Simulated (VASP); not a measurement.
A run of VASP 6.6.1 is set up as follows.

INCAR

```
SYSTEM = Ga2PN
ALGO = Normal
EDIFF = 1E-6
ENCUT = 600
GGA = PE
GGA_COMPAT = .False.
ISIF = 2
ISMEAR = -1
LASPH = .True.
LCHARG = .True.
LELF = .True.
LREAL = .False.
LVHAR = .True.
LWAVE = .False.
NBANDS = 26
NELM = 120
PREC = Accurate
SIGMA = 0.02
```

File KPOINTS:

```
k-points
0
Gamma
  3 3 3
  0 0 0
```

The input POSCAR:

```
Ga2PN
1.0
    3.3520943031      0.0000000000      0.0000000000
    0.0000000000      3.3520943031      0.0000000000
    0.0000000000      0.0000000000      4.7326784216
N Ga P
1 2 1
Direct
    0.0000000000      0.0000000000      0.0000000000
    0.0000000000      0.0000000000      0.5000000000
    0.5000000000      0.5000000000      0.0000000000
    0.5000000000      0.5000000000      0.5000000000
```

Potentials or basis: VASP PAW PBE potentials, release 64 (N, Ga_d, P).

The run is started by

```bash
$ cat potpaw_PBE.64/N/POTCAR potpaw_PBE.64/Ga_d/POTCAR potpaw_PBE.64/P/POTCAR > POTCAR
$ mpirun -np 1 vasp_std > vasp.out
```

Q: Estimate the band gap on the k mesh.

A: Zero (bands 18 and 19 overlap by 0.92 eV).

Q: Predict the pressure.

A: 6.0 GPa.

Stress tensor (GPa, compression positive):
```
8.21 0.00 0.00
0.00 8.21 0.00
0.00 0.00 1.69
```

Caveat: the k points lie up to 0.62 Å⁻¹ apart, too coarse for converged energies and pressures of a metal.
